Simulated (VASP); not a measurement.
# NaI (P2_13) in VASP: single point with PBEsol

Aim: the single point of NaI with PBEsol.

Everything below comes from runs of VASP 6.6.1. Logs are shortened: lines on timing, memory, paths and dates and some standing lists are left out, and cuts for length are marked.

### 1 The cell of the first run

Symmetry: P2_13, No. 198, cubic system. The conventional cell has a = 6.409 Å, b = 6.409 Å, c = 6.409 Å, α = 90.00°, β = 90.00°, γ = 90.00°. Within 4.2 Å of Na (site symmetry 3) lie 6 I at 3.20 to 3.21 Å. Within 4.2 Å of I (site symmetry 3) lie 6 Na at 3.20 to 3.21 Å.

### 2 Single point, PBEsol

File INCAR:

```
SYSTEM = NaI
PREC     = Accurate       ! precision mode
ENCUT    = 520            ! plane-wave cutoff, eV
EDIFF    = 1E-6           ! SCF threshold, eV
ISMEAR   = -1             ! smearing method
SIGMA    = 0.03           ! smearing width, eV
LREAL    = .False.        ! projectors in reciprocal space
LASPH    = .True.         ! aspherical terms in the spheres
NELM     = 100            ! most SCF steps
ALGO     = Normal         ! electronic algorithm
ISIF     = 2              ! what is computed and relaxed
LWAVE    = .False.        ! write WAVECAR
LCHARG   = .True.         ! write CHGCAR
GGA      = PS             ! functional
LELF     = .True.         ! ELF
LVHAR    = .True.       
NBANDS   = 38             ! bands
```

File KPOINTS:

```
regular mesh
0
Gamma
  4 4 4
  0 0 0
```

File POSCAR:

```
NaI
1.0
    6.4086770065      0.0000000000      0.0000000000
    0.0000000000      6.4086770065      0.0000000000
    0.0000000000      0.0000000000      6.4086770065
Na I
4 4
Direct
    0.7502434419      0.7497565581      0.2502434419
    0.7497565581      0.2502434419      0.7502434419
    0.2502434419      0.7502434419      0.7497565581
    0.2497565581      0.2497565581      0.2497565581
    0.2504447049      0.2495552951      0.7504447049
    0.2495552951      0.7504447049      0.2504447049
    0.7504447049      0.2504447049      0.2495552951
    0.7495552951      0.7495552951      0.7495552951
```

Potentials or basis: VASP PAW PBE potentials, release 64 (Na_pv, I).

Command:

```bash
$ cat potpaw_PBE.64/Na_pv/POTCAR potpaw_PBE.64/I/POTCAR > POTCAR
$ mpirun -np 1 vasp_std > vasp.out
```

OUTCAR:

```text
SYSTEM = NaI
   PREC = Accurate
   ENCUT = 520
   EDIFF = 1E-6
   ISMEAR = -1
   LREAL = .False.
   LASPH = .True.
   NELM = 100
   ISIF = 2
   GGA = PS

 ion  position               nearest neighbor table
   1  0.750  0.750  0.250-
   2  0.750  0.250  0.750-
   3  0.250  0.750  0.750-
   4  0.250  0.250  0.250-
   5  0.250  0.250  0.750-
   6  0.250  0.750  0.250-
   7  0.750  0.250  0.250-
   8  0.750  0.750  0.750-

  LATTYP: Found a simple cubic cell.
 ALAT       =     6.4086770065

  Lattice vectors:

 A1 = (   6.4086770065,   0.0000000000,   0.0000000000)
 A2 = (   0.0000000000,   6.4086770065,   0.0000000000)
 A3 = (   0.0000000000,   0.0000000000,   6.4086770065)

Analysis of symmetry for initial positions (statically):
=====================================================================
 Subroutine PRICEL returns:
 Original cell was already a primitive cell.

 Routine SETGRP: Setting up the symmetry group for a
 simple cubic supercell.

 Subroutine GETGRP returns: Found 12 space group operations
 (whereof  3 operations were pure point group operations)
 out of a pool of 48 trial point group operations.

The static configuration has the point symmetry C_3 .
 The point group associated with its full space group is T   .

Analysis of symmetry for dynamics (positions and initial velocities):
=====================================================================
 Subroutine PRICEL returns:
 Original cell was already a primitive cell.

 Routine SETGRP: Setting up the symmetry group for a
 simple cubic supercell.

 Subroutine GETGRP returns: Found 12 space group operations
 (whereof  3 operations were pure point group operations)
 out of a pool of 48 trial point group operations.

The dynamic configuration has the point symmetry C_3 .
 The point group associated with its full space group is T   .

 Subroutine INISYM returns: Found 12 space group operations
 (whereof  3 operations are pure point group operations),
 and found     1 'primitive' translations

----------------------------------------------------------------------------------------

                                     Primitive cell

  volume of cell :     263.2117

  direct lattice vectors                    reciprocal lattice vectors
     6.408677006  0.000000000  0.000000000     0.156038446  0.000000000  0.000000000
     0.000000000  6.408677006  0.000000000     0.000000000  0.156038446  0.000000000
     0.000000000  0.000000000  6.408677006     0.000000000  0.000000000  0.156038446

  length of vectors
     6.408677006  6.408677006  6.408677006     0.156038446  0.156038446  0.156038446

  position of ions in fractional coordinates (direct lattice)
     0.750243442  0.749756558  0.250243442
     0.749756558  0.250243442  0.750243442
     0.250243442  0.750243442  0.749756558
     0.249756558  0.249756558  0.249756558
     0.250444705  0.249555295  0.750444705
     0.249555295  0.750444705  0.250444705
     0.750444705  0.250444705  0.249555295
     0.749555295  0.749555295  0.749555295

  ion indices of the primitive-cell ions
   primitive index   ion index
                 1           1
                 2           2
                 3           3
                 4           4
                 5           5
                 6           6
                 7           7
                 8           8

----------------------------------------------------------------------------------------

 KPOINTS: regular mesh

Automatic generation of k-mesh.
 Grid dimensions read from file:
 generate k-points for:    4    4    4

 Generating k-lattice:

  Cartesian coordinates                     Fractional coordinates (reciprocal lattice)
     0.039009611  0.000000000  0.000000000     0.250000000  0.000000000  0.000000000
     0.000000000  0.039009611  0.000000000     0.000000000  0.250000000  0.000000000
     0.000000000  0.000000000  0.039009611     0.000000000  0.000000000  0.250000000

  Length of vectors
     0.039009611  0.039009611  0.039009611

  Shift w.r.t. Gamma in fractional coordinates (k-lattice)
     0.000000000  0.000000000  0.000000000

 Subroutine IBZKPT returns following result:
 ===========================================

 Found     11 irreducible k-points:

 Following reciprocal coordinates:
            Coordinates               Weight
  0.000000  0.000000  0.000000      1.000000
  0.250000  0.000000  0.000000      6.000000
  0.500000  0.000000  0.000000      3.000000
  0.250000  0.250000  0.000000     12.000000
  0.500000  0.250000  0.000000      6.000000
 -0.250000  0.500000  0.000000      6.000000
  0.500000  0.500000  0.000000      3.000000
  0.250000  0.250000  0.250000      8.000000
  0.500000  0.250000  0.250000     12.000000
  0.500000  0.500000  0.250000      6.000000
  0.500000  0.500000  0.500000      1.000000
   k-points           NKPTS =     11   k-points in BZ     NKDIM =     11   number of bands    NBANDS=     38
   number of dos      NEDOS =    301   number of ions     NIONS =      8
   total plane-waves  NPLWV = 110592
   dimension x,y,z NGX =    48 NGY =   48 NGZ =   48
   dimension x,y,z NGXF=    96 NGYF=   96 NGZF=   96
   ions per type =               4   4
   NGX,Y,Z   is equivalent  to a cutoff of  12.45, 12.45, 12.45 a.u.
   NGXF,Y,Z  is equivalent  to a cutoff of  24.90, 24.90, 24.90 a.u.
 SYSTEM =  NaI
   PREC   = accura    normal or accurate (medium, high low for compatibility)
   ISTART =      0    job   : 0-new  1-cont  2-samecut
   ICHARG =      2    charge: 1-file 2-atom 10-const
   ISPIN  =      1    spin polarized calculation?
   LNONCOLLINEAR =      F non collinear calculations
   LSORBIT =      F    spin-orbit coupling
   LASPH  =      T    aspherical Exc in radial PAW
   ENCUT  =  520.0 eV  38.22 Ry    6.18 a.u.  11.92 11.92 11.92*2*pi/ulx,y,z
   NELM   =    100;   NELMIN=  2; NELMDL= -5     # of ELM steps
   EDIFF  = 0.1E-05   stopping-criterion for ELM
   LREAL  =      F    real-space projection
   EDIFFG = 0.1E-04   stopping-criterion for IOM
   NSW    =      0    number of steps for IOM
   IBRION =     -1    ionic relax: 0-MD 1-quasi-New 2-CG
   NFREE  =      0    steps in history (QN), initial steepest desc. (CG)
   ISIF   =      2    stress and relaxation
   ISYM   =      2    0-nonsym 1-usesym 2-fastsym
   POTIM  = 0.5000    time-step for ionic-motion
   TEBEG  =    0.0;   TEEND  =   0.0 temperature during run
   PSTRESS=    0.0 pullay stress
   NELECT =      56.0000    total number of electrons
   NUPDOWN=      -1.0000    fix difference up-down
   EMIN   =  10.00;   EMAX   =-10.00  energy-range for DOS
   EFERMI =   0.00;   METHOD = LEGACY
   ISMEAR =    -1;   SIGMA  =   0.03  broadening in eV -4-tet -1-fermi 0-gaus
   EFERMI_NEDOS =   21; number of points for ismear=-14 and -15
   IALGO  =     38    algorithm
   IMIX   =      4    mixing-type and parameters
     AMIX     =   0.40;   BMIX     =  1.00
     AMIX_MAG =   1.60;   BMIX_MAG =  1.00
  volume/ion in A,a.u.               =      32.90       222.03
  Fermi-wavevector in a.u.,A,eV,Ry     =   0.977318  1.846863 12.995605  0.955150
  Thomas-Fermi vector in A             =   2.108006
   LORBIT       =      0    0 simple, 1 ext, 2 COOP (PROOUT), +10 PAW based schemes
   GGA     = PS    functional components
   LHFCALC =     F    Hartree Fock is set to
   AEXX    =    0.0000 exact exchange contribution
   IVDW    =     0    specifies the selected vdW correction
   LEPSILON=     F    determine dielectric tensor
   LRPA    =     F    only Hartree local field effects (RPA)
 non-spin polarized calculation
  energy-cutoff  :      520.00
  volume of cell :      263.21
 maximum number of plane-waves:      7120
   NGX = 23   NGY = 23   NGZ = 23

 number of electron      55.9999922 magnetization

 Free energy of the ion-electron system (eV)
  ---------------------------------------------------
  ext. energy  EPLUGINS =         0.00000000
  ---------------------------------------------------
  free energy    TOTEN  =       -22.67935959 eV

  energy without entropy =      -22.67935959  energy(sigma->0) =      -22.67935959

 E-fermi :   1.6319     XC(G=0):  -7.9674

 val. band max:        0.9279970954   @ k =   0.0000   0.0000   0.0000
 cond. band min:       4.5107977973   @ k =   0.0000   0.0000   0.0000
 fundamental gap:      3.5828007019
 Fermi energy:         1.6319221137

 k-point     1 :       0.0000    0.0000    0.0000
  band No.  band energies     occupation
      1     -21.2899      2.00000
      2     -21.2899      2.00000
      3     -21.2899      2.00000
      4     -21.2871      2.00000
      5     -21.2871      2.00000
      6     -21.2871      2.00000
[... 30 lines left out ...]
     37       8.7724      0.00000
     38       8.7724      0.00000

 k-point     2 :       0.2500    0.0000    0.0000
  band No.  band energies     occupation
      1     -21.2895      2.00000
      2     -21.2895      2.00000
      3     -21.2893      2.00000
      4     -21.2875      2.00000
      5     -21.2875      2.00000
      6     -21.2872      2.00000
[... 30 lines left out ...]
     37       9.1500      0.00000
     38       9.1502      0.00000

 k-point     3 :       0.5000    0.0000    0.0000
  band No.  band energies     occupation
      1     -21.2885      2.00000
      2     -21.2885      2.00000
      3     -21.2885      2.00000
      4     -21.2885      2.00000
      5     -21.2877      2.00000
      6     -21.2877      2.00000
[... 30 lines left out ...]
     37       8.3239      0.00000
[... 248 lines left out ...]
 k-point    10 :       0.5000    0.5000    0.2500
  band No.  band energies     occupation
      1     -21.2908      2.00000
      2     -21.2908      2.00000
      3     -21.2908      2.00000
      4     -21.2908      2.00000
      5     -21.2861      2.00000
      6     -21.2861      2.00000
[... 30 lines left out ...]
     37       8.6018      0.00000
     38       8.6047      0.00000

 k-point    11 :       0.5000    0.5000    0.5000
  band No.  band energies     occupation
      1     -21.2916      2.00000
      2     -21.2916      2.00000
      3     -21.2916      2.00000
      4     -21.2916      2.00000
      5     -21.2854      2.00000
      6     -21.2854      2.00000
[... 30 lines left out ...]
     37       8.3247      0.00000
     38       8.3247      0.00000

------------------------ aborting loop because EDIFF is reached ----------------------------------------

  FORCE on cell =-STRESS in cart. coord.  units (eV):
  Direction    XX          YY          ZZ          XY          YZ          ZX
  --------------------------------------------------------------------------------------
  -------------------------------------------------------------------------------------
  Total        0.0121106      0.0121106      0.0121106      0.0000000      0.0000000     -0.0000000
  in kB        0.0737174      0.0737174      0.0737174      0.0000000      0.0000000     -0.0000000
  external PRESSURE =       0.0737174 kB  Pullay stress =       0.0000000 kB

 VOLUME and BASIS-vectors are now :
 -----------------------------------------------------------------------------
  energy-cutoff  :      520.00
  volume of cell :      263.21
      direct lattice vectors                 reciprocal lattice vectors
     6.408677006  0.000000000  0.000000000     0.156038446  0.000000000  0.000000000
     0.000000000  6.408677006  0.000000000     0.000000000  0.156038446  0.000000000
     0.000000000  0.000000000  6.408677006     0.000000000  0.000000000  0.156038446

 POSITION                                       TOTAL-FORCE (eV/Angst)
 -----------------------------------------------------------------------------------
      4.80807      4.80495      1.60373        -0.004316      0.004316     -0.004316
      4.80495      1.60373      4.80807         0.004316     -0.004316     -0.004316
      1.60373      4.80807      4.80495        -0.004316     -0.004316      0.004316
      1.60061      1.60061      1.60061         0.004316      0.004316      0.004316
      1.60502      1.59932      4.80936        -0.006264      0.006264     -0.006264
      1.59932      4.80936      1.60502         0.006264     -0.006264     -0.006264
      4.80936      1.60502      1.59932        -0.006264     -0.006264      0.006264
      4.80366      4.80366      4.80366         0.006264      0.006264      0.006264
 -----------------------------------------------------------------------------------
    total drift:                                0.000000      0.000000      0.000000

  FREE ENERGIE OF THE ION-ELECTRON SYSTEM (eV)
  ---------------------------------------------------
  free  energy   TOTEN  =       -22.6793595862 eV

  energy  without entropy=      -22.6793595862  energy(sigma->0) =      -22.67935959
```

Run time: 48 s. Hardware: 1 thread of Intel Xeon 6975P-C (Granite Rapids), shared host; peak memory 0.35 GiB.

What came out:

```
Free energy            : -22.6794 eV
Pressure               : 0.0 GPa
Largest force          : 0.011 eV/Å
Band gap on the k mesh : 3.58 eV
```

Forces in eV/Å, atoms in the order of the input:
```
Na  -0.004  0.004 -0.004
Na   0.004 -0.004 -0.004
Na  -0.004 -0.004  0.004
Na   0.004  0.004  0.004
I   -0.006  0.006 -0.006
I    0.006 -0.006 -0.006
I   -0.006 -0.006  0.006
I    0.006  0.006  0.006
```

Caveat: the PAW data sets were made with another functional, which shifts forces and pressure a little; spin-orbit coupling is left out, which moves the levels of the heavy elements. PBEsol gaps usually lie below the measured ones, often by a third to a half.
